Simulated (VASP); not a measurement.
# MgO (Fm-3m) in VASP: notebook, part 3 of 3

VASP 6.6.1. Earlier steps stand in the parts before.

## 5. Single point, HSE06

File POSCAR:

```
MgO
1.0
    0.0000000000      2.1021674168      2.1021674168
    2.1021674168      0.0000000000      2.1021674168
    2.1021674168      2.1021674168      0.0000000000
Mg O
1 1
Direct
    0.0000000000      0.0000000000      0.0000000000
    0.5000000000      0.5000000000      0.5000000000
```

File INCAR.step1:

```
PREC = Accurate
ENCUT = 520
EDIFF = 1E-5
ISMEAR = 0
SIGMA = 0.01
LREAL = False
LASPH = True
NELM = 80
ALGO = Normal
ISIF = 2
LWAVE = True
LCHARG = False
NBANDS = 11
GGA = PE
```

File INCAR.step2:

```
PREC = Accurate
ENCUT = 520
EDIFF = 1E-6
ISMEAR = 0
SIGMA = 0.01
LREAL = False
LASPH = True
NELM = 80
ALGO = Normal
ISIF = 2
LWAVE = False
LCHARG = False
GGA = PE
LHFCALC = True
HFSCREEN = 0.2079
PRECFOCK = Normal
NBANDS = 11
ISTART = 1
```

File KPOINTS:

```
regular mesh
0
Gamma
  8 8 8
```

Potentials or basis: VASP PAW PBE potentials, release 64 (Mg, O).

Started as:

```console
> cat potpaw_PBE.64/Mg/POTCAR potpaw_PBE.64/O/POTCAR > POTCAR
> cp INCAR.step1 INCAR
> mpirun -np 1 vasp_std > vasp.out
> cp INCAR.step2 INCAR
> mpirun -np 1 vasp_std > vasp.out
```

OUTCAR:

```text
PREC = Accurate
   ENCUT = 520
   EDIFF = 1E-6
   ISMEAR = 0
   LREAL = False
   LASPH = True
   NELM = 80
   ISIF = 2
   GGA = PE
   LHFCALC = True
   HFSCREEN = 0.2079
   PRECFOCK = Normal
   ISTART = 1

 ion  position               nearest neighbor table
   1  0.000  0.000  0.000-   2 2.10   2 2.10   2 2.10   2 2.10   2 2.10   2 2.10
   2  0.500  0.500  0.500-   1 2.10   1 2.10   1 2.10   1 2.10   1 2.10   1 2.10

  LATTYP: Found a face centered cubic cell.
 ALAT       =     4.2043348336

  Lattice vectors:

 A1 = (   0.0000000000,   2.1021674168,   2.1021674168)
 A2 = (   2.1021674168,   0.0000000000,   2.1021674168)
 A3 = (   2.1021674168,   2.1021674168,   0.0000000000)

Analysis of symmetry for initial positions (statically):
=====================================================================
 Subroutine PRICEL returns:
 Original cell was already a primitive cell.

 Routine SETGRP: Setting up the symmetry group for a
 face centered cubic supercell.

 Subroutine GETGRP returns: Found 48 space group operations
 (whereof 48 operations were pure point group operations)
 out of a pool of 48 trial point group operations.

The static configuration has the point symmetry O_h .

Analysis of symmetry for dynamics (positions and initial velocities):
=====================================================================
 Subroutine PRICEL returns:
 Original cell was already a primitive cell.

 Routine SETGRP: Setting up the symmetry group for a
 face centered cubic supercell.

 Subroutine GETGRP returns: Found 48 space group operations
 (whereof 48 operations were pure point group operations)
 out of a pool of 48 trial point group operations.

The dynamic configuration has the point symmetry O_h .

 Subroutine INISYM returns: Found 48 space group operations
 (whereof 48 operations are pure point group operations),
 and found     1 'primitive' translations

----------------------------------------------------------------------------------------

                                     Primitive cell

  volume of cell :      18.5794

  direct lattice vectors                    reciprocal lattice vectors
     0.000000000  2.102167417  2.102167417    -0.237849753  0.237849753  0.237849753
     2.102167417  0.000000000  2.102167417     0.237849753 -0.237849753  0.237849753
     2.102167417  2.102167417  0.000000000     0.237849753  0.237849753 -0.237849753

  length of vectors
     2.972913671  2.972913671  2.972913671     0.411967856  0.411967856  0.411967856

  position of ions in fractional coordinates (direct lattice)
     0.000000000  0.000000000  0.000000000
     0.500000000  0.500000000  0.500000000

  ion indices of the primitive-cell ions
   primitive index   ion index
                 1           1
                 2           2

----------------------------------------------------------------------------------------

 KPOINTS: regular mesh

Automatic generation of k-mesh.
 Grid dimensions read from file:
 generate k-points for:    8    8    8

 Generating k-lattice:

  Cartesian coordinates                     Fractional coordinates (reciprocal lattice)
    -0.029731219  0.029731219  0.029731219     0.125000000  0.000000000  0.000000000
     0.029731219 -0.029731219  0.029731219     0.000000000  0.125000000  0.000000000
[... 44 lines left out ...]
   dimension x,y,z NGXF=    48 NGYF=   48 NGZF=   48
   ions per type =               1   1
   NGX,Y,Z   is equivalent  to a cutoff of  13.42, 13.42, 13.42 a.u.
   NGXF,Y,Z  is equivalent  to a cutoff of  26.84, 26.84, 26.84 a.u.
 SYSTEM =  unknown system
   PREC   = accura    normal or accurate (medium, high low for compatibility)
   ISTART =      1    job   : 0-new  1-cont  2-samecut
   ICHARG =      0    charge: 1-file 2-atom 10-const
   ISPIN  =      1    spin polarized calculation?
   LNONCOLLINEAR =      F non collinear calculations
   LSORBIT =      F    spin-orbit coupling
   LASPH  =      T    aspherical Exc in radial PAW
   ENCUT  =  520.0 eV  38.22 Ry    6.18 a.u.   5.53  5.53  5.53*2*pi/ulx,y,z
   NELM   =     80;   NELMIN=  2; NELMDL=  0     # of ELM steps
   EDIFF  = 0.1E-05   stopping-criterion for ELM
   LREAL  =      F    real-space projection
   EDIFFG = 0.1E-04   stopping-criterion for IOM
   NSW    =      0    number of steps for IOM
   IBRION =     -1    ionic relax: 0-MD 1-quasi-New 2-CG
   NFREE  =      0    steps in history (QN), initial steepest desc. (CG)
   ISIF   =      2    stress and relaxation
   ISYM   =      3    0-nonsym 1-usesym 2-fastsym
   POTIM  = 0.5000    time-step for ionic-motion
   TEBEG  =    0.0;   TEEND  =   0.0 temperature during run
   PSTRESS=    0.0 pullay stress
   NELECT =       8.0000    total number of electrons
   NUPDOWN=      -1.0000    fix difference up-down
   EMIN   =  10.00;   EMAX   =-10.00  energy-range for DOS
   EFERMI =   0.00;   METHOD = LEGACY
   ISMEAR =     0;   SIGMA  =   0.01  broadening in eV -4-tet -1-fermi 0-gaus
   EFERMI_NEDOS =   21; number of points for ismear=-14 and -15
   IALGO  =     38    algorithm
   IMIX   =      1    mixing-type and parameters
     AMIX     =   0.40;   BMIX     =  1.00
     AMIX_MAG =   1.60;   BMIX_MAG =  1.00
  volume/ion in A,a.u.               =       9.29        62.69
  Fermi-wavevector in a.u.,A,eV,Ry     =   1.236216  2.336109 20.792816  1.528229
  Thomas-Fermi vector in A             =   2.370833
   LORBIT       =      0    0 simple, 1 ext, 2 COOP (PROOUT), +10 PAW based schemes
   GGA     = PE    functional components
   LHFCALC =     T    Hartree Fock is set to
   PRECFOCK=normal    Normal, Fast or Accurate (Low or Medium for compatibility)
   ENCUT4O =  -1.0   cutoff for four orbital integrals eV
   NKREDX  =     1    reduce k-point grid by
   NKREDY  =     1    reduce k-point grid by
   NKREDZ  =     1    reduce k-point grid by
   AEXX    =    0.2500 exact exchange contribution
   HFSCREEN=    0.2079 screening length (either q_TF or 0.3 A-1)
   HFSCREENC=   0.2079 screening length for correlation (either q_TF or 0.3 A-1)
   ENCUTFOCK=  -1.0 apply spherical cutoff to Coloumb kernel
   IVDW    =     0    specifies the selected vdW correction
   LEPSILON=     F    determine dielectric tensor
   LRPA    =     F    only Hartree local field effects (RPA)
 non-spin polarized calculation
 Gauss-broadening in eV      SIGMA  =   0.01
  energy-cutoff  :      520.00
  volume of cell :       18.58
 maximum number of plane-waves:       531
 NGX is ok and might be reduce to    24
  NGX = 18; NGY = 18; NGZ = 18

 number of electron       8.0000004 magnetization

 Free energy of the ion-electron system (eV)
  ---------------------------------------------------
  ext. energy  EPLUGINS =         0.00000000
  ---------------------------------------------------
  free energy    TOTEN  =       -14.21023078 eV

  energy without entropy =      -14.21023078  energy(sigma->0) =      -14.21023078

 E-fermi :   2.0605     XC(G=0):  -9.1175

 val. band max:        1.9803207894   @ k =   0.0000   0.0000   0.0000
 cond. band min:       8.4761591035   @ k =   0.0000   0.0000   0.0000
 fundamental gap:      6.4958383141
 Fermi energy:         2.0605060185

 k-point     1 :       0.0000    0.0000    0.0000
  band No.  band energies     occupation
      1     -16.8722      2.00000
      2       1.9803      2.00000
      3       1.9803      2.00000
      4       1.9803      2.00000
      5       8.4762      0.00000
      6      19.7648      0.00000
      7      19.7648      0.00000
      8      19.7648      0.00000
      9      23.7081      0.00000
     10      25.6478      0.00000
     11      25.6478      0.00000
[... 309 lines left out ...]
 k-point    24 :      -0.3750    0.2500    0.1250
  band No.  band energies     occupation
      1     -15.3506      2.00000
      2      -2.3145      2.00000
      3      -0.1008      2.00000
      4       0.9021      2.00000
      5      13.5721      0.00000
      6      16.3836      0.00000
      7      17.5274      0.00000
      8      21.0831      0.00000
      9      24.7260      0.00000
     10      26.4089      0.00000
     11      30.4572      0.00000

 [... further k-points ...]
[... 5 lines left out ...]
  --------------------------------------------------------------------------------------
  -------------------------------------------------------------------------------------
  Total       -0.0749277     -0.0749277     -0.0749277     -0.0000000     -0.0000000      0.0000000
  in kB       -6.4613151     -6.4613151     -6.4613151     -0.0000000     -0.0000000      0.0000000
  external PRESSURE =      -6.4613151 kB  Pullay stress =       0.0000000 kB

 VOLUME and BASIS-vectors are now :
 -----------------------------------------------------------------------------
  energy-cutoff  :      520.00
  volume of cell :       18.58
      direct lattice vectors                 reciprocal lattice vectors
     0.000000000  2.102167417  2.102167417    -0.237849753  0.237849753  0.237849753
     2.102167417  0.000000000  2.102167417     0.237849753 -0.237849753  0.237849753
     2.102167417  2.102167417  0.000000000     0.237849753  0.237849753 -0.237849753

 POSITION                                       TOTAL-FORCE (eV/Angst)
 -----------------------------------------------------------------------------------
      0.00000      0.00000      0.00000         0.000000     -0.000000      0.000000
      2.10217      2.10217      2.10217        -0.000000      0.000000     -0.000000
 -----------------------------------------------------------------------------------
    total drift:                                0.000043      0.000140      0.000088

  FREE ENERGIE OF THE ION-ELECTRON SYSTEM (eV)
  ---------------------------------------------------
  free  energy   TOTEN  =       -14.2102307808 eV

  energy  without entropy=      -14.2102307808  energy(sigma->0) =      -14.21023078
```

OSZICAR.step1:

```text
N       E                     dE             d eps       ncg     rms          rms(c)
DAV:   1     0.135339046149E+02    0.13534E+02   -0.46257E+03   734   0.648E+02
DAV:   2    -0.128738815313E+02   -0.26408E+02   -0.26004E+02   749   0.135E+02
DAV:   3    -0.134625722324E+02   -0.58869E+00   -0.58820E+00   758   0.175E+01
DAV:   4    -0.134639899655E+02   -0.14177E-02   -0.14177E-02   698   0.982E-01
DAV:   5    -0.134639944415E+02   -0.44760E-05   -0.44760E-05   743   0.535E-02    0.722E+00
DAV:   6    -0.119195397179E+02    0.15445E+01   -0.87430E+00   665   0.163E+01    0.221E+00
DAV:   7    -0.119080598614E+02    0.11480E-01   -0.51864E-02   695   0.207E+00    0.134E+00
DAV:   8    -0.119028962865E+02    0.51636E-02   -0.26969E-02   671   0.185E+00    0.230E-01
DAV:   9    -0.119025524836E+02    0.34380E-03   -0.52517E-04   725   0.160E-01    0.129E-01
DAV:  10    -0.119025525825E+02   -0.98945E-07   -0.45395E-04   701   0.158E-01    0.845E-03
DAV:  11    -0.119025543971E+02   -0.18146E-05   -0.22362E-06   382   0.129E-02
   1 F= -.11902554E+02 E0= -.11902554E+02  d E =-.776551E-20
```

Wall time 28 min (1 thread of Intel Xeon 6975P-C, shared host); peak memory 0.26 GiB.

Results:

```yaml
Free_energy: -14.2102 eV
Pressure: -0.6 GPa
Band_gap_on_the_k_mesh: 6.50 eV, direct
```

Caveat: the PAW data sets were made with another functional, which shifts forces and pressure a little.
